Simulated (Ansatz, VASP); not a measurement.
**One calculation of W, two programs**

Contents of INCAR:

```
SYSTEM = W
PREC     = Accurate       ! precision mode
ENCUT    = 520            ! plane-wave cutoff, eV
EDIFF    = 1E-6           ! SCF threshold, eV
ISMEAR   = -1             ! smearing method
SIGMA    = 0.1            ! smearing width, eV
LREAL    = .False.        ! projectors in reciprocal space
LASPH    = .True.         ! aspherical terms in the spheres
NELM     = 60             ! most SCF steps
ALGO     = Normal         ! electronic algorithm
ISIF     = 2              ! what is computed and relaxed
LWAVE    = .False.        ! write WAVECAR
LCHARG   = .False.        ! write CHGCAR
GGA      = B5             ! functional
ALDAX    = 1.0          
AGGAX    = 1.0          
AGGAC    = 1.0          
ALDAC    = 0.0          
NBANDS   = 21             ! bands
```

Contents of KPOINTS:

```
regular mesh
0
Gamma
  10 10 10
  0 0 0
```

The input POSCAR:

```
W
1.0
    0.0000000000      2.8763386849      2.8763386849
    2.8763386849      0.0000000000      2.8763386849
    2.8763386849      2.8763386849      0.0000000000
W
2
Direct
    0.1250000000      0.1250000000      0.1250000000
    0.8750000000      0.8750000000      0.8750000000
```

Input for Ansatz:

```yaml
crystal:
  lattice:
    - [0.0, 2.8763386849, 2.8763386849]
    - [2.8763386849, 0.0, 2.8763386849]
    - [2.8763386849, 2.8763386849, 0.0]
  atoms:
    - { symbol: W, position: [0.125, 0.125, 0.125] }
    - { symbol: W, position: [0.875, 0.875, 0.875] }
hamiltonian:
  xc: blyp
  pseudopotentials:
    kind: paw
    azcp:
      W: "pseudopotentials/W.paw.azcp"
basis:
  ecutwfc: 420
  fft_grid_basis: typed
kpoints:
  mp_grid: { grid: [10, 10, 10], shift: [0, 0, 0] }
magnetization:
  spin_polarized: false
scf:
  occupations: { method: fermi_dirac, width: 0.1 }
  lower_state_search: "off"
output:
  stress: true
```

Alike in both runs: task single point; functional BLYP; k mesh 10 × 10 × 10; occupations fermi-dirac, width 0.1 eV; no spin polarisation.

|  | VASP | Ansatz |
| --- | --- | --- |
| version | VASP 6.6.1 | Ansatz 0.2.0 |
| potentials or method | VASP PAW PBE potentials, release 64 (W_sv), cutoff 520 eV | plane waves (420 eV) with PAW, scalar-relativistic |
| valence electrons in the cell | 28 | 28 |

VASP gave:

| Quantity | Value |
| --- | --- |
| pressure (GPa) | 11.8 |

**Question.** Estimate Ansatz's values.

**Answer.** Pressure (GPa): 10.7.

VASP's potentials were made for PBE, not for BLYP. The functional is the same, so the differences come from potentials, cutoffs and numerics.

Spin-orbit coupling is off throughout.
